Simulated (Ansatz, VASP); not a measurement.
Hf in VASP and in Ansatz

INCAR

```
SYSTEM = Hf
ALGO     = Normal         ! electronic algorithm
EDIFF    = 1E-6           ! SCF threshold, eV
ENCUT    = 520            ! plane-wave cutoff, eV
GGA      = PE             ! functional
ISIF     = 2              ! what is computed and relaxed
ISMEAR   = 0              ! smearing method
LASPH    = .TRUE.         ! aspherical terms in the spheres
LCHARG   = .FALSE.        ! write CHGCAR
LREAL    = .FALSE.        ! projectors in reciprocal space
LWAVE    = .FALSE.        ! write WAVECAR
NBANDS   = 11             ! bands
NELM     = 60             ! most SCF steps
PREC     = Accurate       ! precision mode
SIGMA    = 0.15           ! smearing width, eV
```

File KPOINTS:

```
k-points
0
G
  18 18 18
  0 0 0
```

Contents of POSCAR:

```
Hf
1.0
    0.0000000000      2.2200000000      2.2200000000
    2.2200000000      0.0000000000      2.2200000000
    2.2200000000      2.2200000000      0.0000000000
Hf
1
Direct
    0.0000000000      0.0000000000      0.0000000000
```

Input for Ansatz:

```yaml
crystal:
  lattice:
    - [0.0, 2.22, 2.22]
    - [2.22, 0.0, 2.22]
    - [2.22, 2.22, 0.0]
  atoms:
    - { symbol: Hf, position: [0.0, 0.0, 0.0] }
basis:
  ecutwfc: 420
kpoints:
  mp_grid: { grid: [18, 18, 18] }
hamiltonian:
  xc: pbe
scf:
  occupations: { method: gaussian, width: 0.15 }
output:
  forces: true
  stress: true
  eigenvalues: true
```

Alike in both runs: task single point; functional PBE; k mesh 18 × 18 × 18; occupations gaussian, width 0.15 eV; no spin polarisation.

|  | VASP | Ansatz |
| --- | --- | --- |
| version | VASP 6.6.1 | Ansatz 0.2.0 |
| potentials or method | VASP PAW PBE potentials, release 64 (Hf_pv), cutoff 520 eV | scalar-relativistic, plane waves, PAW |
| valence electrons in the cell | 10 | 26 |

```csv
,VASP,Ansatz,Ansatz less VASP
gap on the k mesh at the Fermi level (eV),none,none,-
pressure (GPa),2.8,3.2,+0.45
```

A gap of «none» marks a metal or a gap that the smearing closes. The functional is the same, so the differences come from potentials, cutoffs and numerics. VASP's potentials hold 10 valence electrons a cell and Ansatz's 26, so a difference there can come from the potentials and not from the codes.

Spin-orbit coupling is off throughout.
